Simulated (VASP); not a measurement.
# Al (Im-3m) in VASP: a series of runs

The runs below take Al through single point, with PBE, PBE+D3(BJ), BLYP.

Everything below comes from runs of VASP 6.6.1. Logs are shortened: lines on timing, memory, paths and dates and some standing lists are left out, and cuts for length are marked.

**1. The cell of the first run**

The structure is cubic, space group Im-3m (No. 229). The conventional cell has a = 3.182 Å, b = 3.182 Å, c = 3.182 Å, α = 90.00°, β = 90.00°, γ = 90.00°. Within 3.6 Å of Al (site symmetry m-3m) lie 14 Al at 2.76 to 3.18 Å.

**2. Single point, PBE**

File INCAR:

```
PREC     = Accurate       # precision mode
ENCUT    = 500            # plane-wave cutoff, eV
EDIFF    = 1E-6           # SCF threshold, eV
ISMEAR   = -4             # smearing method
SIGMA    = 0.1            # smearing width, eV
LREAL    = False          # projectors in reciprocal space
LASPH    = True           # aspherical terms in the spheres
NELM     = 120            # most SCF steps
ALGO     = Normal         # electronic algorithm
ISIF     = 2              # what is computed and relaxed
LWAVE    = False          # write WAVECAR
LCHARG   = True           # write CHGCAR
GGA      = PE             # functional
LELF     = True           # ELF
LVHAR    = True         
NBANDS   = 8              # bands
GGA_COMPAT= False
```

File KPOINTS:

```
Automatic mesh
0
Gamma
  10 10 10
```

File POSCAR:

```
Al
1.0
   -1.5912186900      1.5912186900      1.5912186900
    1.5912186900     -1.5912186900      1.5912186900
    1.5912186900      1.5912186900     -1.5912186900
Al
1
Direct
    0.0000000000      0.0000000000      0.0000000000
```

Potentials or basis: VASP PAW PBE potentials, release 64 (Al).

Run with:

```
$ cat potpaw_PBE.64/Al/POTCAR > POTCAR
$ mpirun -np 1 vasp_std > vasp.out
```

OUTCAR:

```text
PREC = Accurate
   ENCUT = 500
   EDIFF = 1E-6
   ISMEAR = -4
   LREAL = False
   LASPH = True
   NELM = 120
   ISIF = 2
   GGA = PE

 ion  position               nearest neighbor table
   1  0.000  0.000  0.000-

  LATTYP: Found a body centered cubic cell.
 ALAT       =     3.1824373800

  Lattice vectors:

 A1 = (  -1.5912186900,   1.5912186900,   1.5912186900)
 A2 = (   1.5912186900,  -1.5912186900,   1.5912186900)
 A3 = (   1.5912186900,   1.5912186900,  -1.5912186900)

Analysis of symmetry for initial positions (statically):
=====================================================================
 Subroutine PRICEL returns:
 Original cell was already a primitive cell.

 Routine SETGRP: Setting up the symmetry group for a
 body centered cubic supercell.

 Subroutine GETGRP returns: Found 48 space group operations
 (whereof 48 operations were pure point group operations)
 out of a pool of 48 trial point group operations.

The static configuration has the point symmetry O_h .

Analysis of symmetry for dynamics (positions and initial velocities):
=====================================================================
 Subroutine PRICEL returns:
 Original cell was already a primitive cell.

 Routine SETGRP: Setting up the symmetry group for a
 body centered cubic supercell.

 Subroutine GETGRP returns: Found 48 space group operations
 (whereof 48 operations were pure point group operations)
 out of a pool of 48 trial point group operations.

The dynamic configuration has the point symmetry O_h .

 Subroutine INISYM returns: Found 48 space group operations
 (whereof 48 operations are pure point group operations),
 and found     1 'primitive' translations

----------------------------------------------------------------------------------------

                                     Primitive cell

  volume of cell :      16.1157

  direct lattice vectors                    reciprocal lattice vectors
    -1.591218690  1.591218690  1.591218690     0.000000000  0.314224565  0.314224565
     1.591218690 -1.591218690  1.591218690     0.314224565  0.000000000  0.314224565
     1.591218690  1.591218690 -1.591218690     0.314224565  0.314224565  0.000000000

[... 75 lines left out ...]
   ISTART =      0    job   : 0-new  1-cont  2-samecut
   ICHARG =      2    charge: 1-file 2-atom 10-const
   ISPIN  =      1    spin polarized calculation?
   LNONCOLLINEAR =      F non collinear calculations
   LSORBIT =      F    spin-orbit coupling
   LASPH  =      T    aspherical Exc in radial PAW
   ENCUT  =  500.0 eV  36.75 Ry    6.06 a.u.   5.02  5.02  5.02*2*pi/ulx,y,z
   NELM   =    120;   NELMIN=  2; NELMDL= -5     # of ELM steps
   EDIFF  = 0.1E-05   stopping-criterion for ELM
   LREAL  =      F    real-space projection
   EDIFFG = 0.1E-04   stopping-criterion for IOM
   NSW    =      0    number of steps for IOM
   IBRION =     -1    ionic relax: 0-MD 1-quasi-New 2-CG
   NFREE  =      0    steps in history (QN), initial steepest desc. (CG)
   ISIF   =      2    stress and relaxation
   ISYM   =      2    0-nonsym 1-usesym 2-fastsym
   POTIM  = 0.5000    time-step for ionic-motion
   TEBEG  =    0.0;   TEEND  =   0.0 temperature during run
   PSTRESS=    0.0 pullay stress
   NELECT =       3.0000    total number of electrons
   NUPDOWN=      -1.0000    fix difference up-down
   EMIN   =  10.00;   EMAX   =-10.00  energy-range for DOS
   EFERMI =   0.00;   METHOD = LEGACY
   ISMEAR =    -4;   SIGMA  =   0.10  broadening in eV -4-tet -1-fermi 0-gaus
   EFERMI_NEDOS =   21; number of points for ismear=-14 and -15
   IALGO  =     38    algorithm
   IMIX   =      4    mixing-type and parameters
     AMIX     =   0.40;   BMIX     =  1.00
     AMIX_MAG =   1.60;   BMIX_MAG =  1.00
  volume/ion in A,a.u.               =      16.12       108.75
  Fermi-wavevector in a.u.,A,eV,Ry     =   0.934757  1.766435 11.888371  0.873771
  Thomas-Fermi vector in A             =   2.061595
   LORBIT       =      0    0 simple, 1 ext, 2 COOP (PROOUT), +10 PAW based schemes
   GGA     = PE    functional components
   LHFCALC =     F    Hartree Fock is set to
   AEXX    =    0.0000 exact exchange contribution
   IVDW    =     0    specifies the selected vdW correction
   LEPSILON=     F    determine dielectric tensor
   LRPA    =     F    only Hartree local field effects (RPA)
 non-spin polarized calculation
 Fermi weights with tetrahedron method witout Bloechl corrections
  energy-cutoff  :      500.00
  volume of cell :       16.12
 maximum number of plane-waves:       420
   NGX =  9   NGY =  9   NGZ =  9

 number of electron       3.0000000 magnetization

 Free energy of the ion-electron system (eV)
  ---------------------------------------------------
  ext. energy  EPLUGINS =         0.00000000
  ---------------------------------------------------
  free energy    TOTEN  =        -3.42950316 eV

  energy without entropy =       -3.42950316  energy(sigma->0) =       -3.42950316

 E-fermi :   8.3702     XC(G=0): -10.2886

 val. band max:        8.9917948116   @ k =   0.2000   0.2000   0.2000
 cond. band min:       7.2707492051   @ k =   0.3000   0.3000   0.1000
 fundamental gap:     -1.7210456065
 Fermi energy:         8.3702107067

 k-point     1 :       0.0000    0.0000    0.0000
  band No.  band energies     occupation
      1      -3.0466      2.00000
      2      21.6627      0.00000
      3      21.6627      0.00000
      4      21.6627      0.00000
      5      23.2965      0.00000
      6      23.2965      0.00000
      7      23.2965      0.00000
      8      24.7549      0.00000
[... 243 lines left out ...]
 k-point    24 :      -0.3000    0.3000    0.1000
  band No.  band energies     occupation
      1      -0.1519      2.00000
      2      10.9349      0.04053
      3      15.2750      0.00000
      4      17.6795      0.00000
      5      20.4100      0.00000
      6      21.3456      0.00000
      7      23.9185      0.00000
      8      29.7903      0.00000

 [... further k-points ...]
[... 5 lines left out ...]
  --------------------------------------------------------------------------------------
  -------------------------------------------------------------------------------------
  Total        0.3445655      0.3445655      0.3445655     -0.0000000     -0.0000000      0.0000000
  in kB       34.2556907     34.2556907     34.2556907     -0.0000000     -0.0000000      0.0000000
  external PRESSURE =      34.2556907 kB  Pullay stress =       0.0000000 kB

 VOLUME and BASIS-vectors are now :
 -----------------------------------------------------------------------------
  energy-cutoff  :      500.00
  volume of cell :       16.12
      direct lattice vectors                 reciprocal lattice vectors
    -1.591218690  1.591218690  1.591218690     0.000000000  0.314224565  0.314224565
     1.591218690 -1.591218690  1.591218690     0.314224565  0.000000000  0.314224565
     1.591218690  1.591218690 -1.591218690     0.314224565  0.314224565  0.000000000

 POSITION                                       TOTAL-FORCE (eV/Angst)
 -----------------------------------------------------------------------------------
      0.00000      0.00000      0.00000         0.000000     -0.000000      0.000000
 -----------------------------------------------------------------------------------
    total drift:                               -0.000000     -0.000000      0.000000

  FREE ENERGIE OF THE ION-ELECTRON SYSTEM (eV)
  ---------------------------------------------------
  free  energy   TOTEN  =        -3.4295031615 eV

  energy  without entropy=       -3.4295031615  energy(sigma->0) =       -3.42950316
```

OSZICAR:

```text
N       E                     dE             d eps       ncg     rms          rms(c)
DAV:   1    -0.215774133591E+01   -0.21577E+01   -0.84024E+02   752   0.196E+02
DAV:   2    -0.344878541816E+01   -0.12910E+01   -0.12777E+01   992   0.183E+01
DAV:   3    -0.345641531531E+01   -0.76299E-02   -0.76271E-02   960   0.153E+00
DAV:   4    -0.345643316561E+01   -0.17850E-04   -0.17850E-04  1080   0.684E-02
DAV:   5    -0.345643319046E+01   -0.24842E-07   -0.24774E-07   968   0.221E-03    0.131E+00
DAV:   6    -0.344057881259E+01    0.15854E-01   -0.20769E-03   800   0.208E-01    0.758E-01
DAV:   7    -0.342951189665E+01    0.11067E-01   -0.62454E-03   856   0.336E-01    0.146E-01
DAV:   8    -0.342950505245E+01    0.68442E-05   -0.20869E-05   928   0.319E-02    0.897E-03
DAV:   9    -0.342950358284E+01    0.14696E-05   -0.93943E-07   960   0.431E-03    0.881E-04
DAV:  10    -0.342950316147E+01    0.42137E-06   -0.64273E-09   512   0.511E-04
   1 F= -.34295032E+01 E0= -.34295032E+01  d E =0.000000E+00
```

stdout:

```text
POSCAR found type information on POSCAR Al
 POSCAR found :  1 types and       1 ions
 scaLAPACK will be used
 LDA part: xc-table for (Slater+PW92), standard interpolation
 POSCAR, INCAR and KPOINTS ok, starting setup
 FFT: planning ... GRIDC
 FFT: planning ... GRID_SOFT
 FFT: planning ... GRID
 WAVECAR not read
 entering main loop
 -----------------------------------------------------------------------------
|                                                                             |
|           W    W    AA    RRRRR   N    N  II  N    N   GGGG   !!!           |
|           W    W   A  A   R    R  NN   N  II  NN   N  G    G  !!!           |
|           W    W  A    A  R    R  N N  N  II  N N  N  G       !!!           |
|           W WW W  AAAAAA  RRRRR   N  N N  II  N  N N  G  GGG   !            |
|           WW  WW  A    A  R   R   N   NN  II  N   NN  G    G                |
|           W    W  A    A  R    R  N    N  II  N    N   GGGG   !!!           |
|                                                                             |
|     Tetrahedron method does not include variations of the Fermi             |
|     occupations, so forces and stress will be inaccurate. We suggest        |
|     using a different smearing scheme ISMEAR = 1 or 2 for metals in         |
|     relaxations.                                                            |
|                                                                             |
 -----------------------------------------------------------------------------
```

It took 11 s on 1 thread of AMD EPYC 7R13, shared host; peak memory 0.09 GiB.

What came out:

* Free energy: -3.4295 eV
* Pressure: 3.4 GPa

(Part 1 of 2 ends here.)
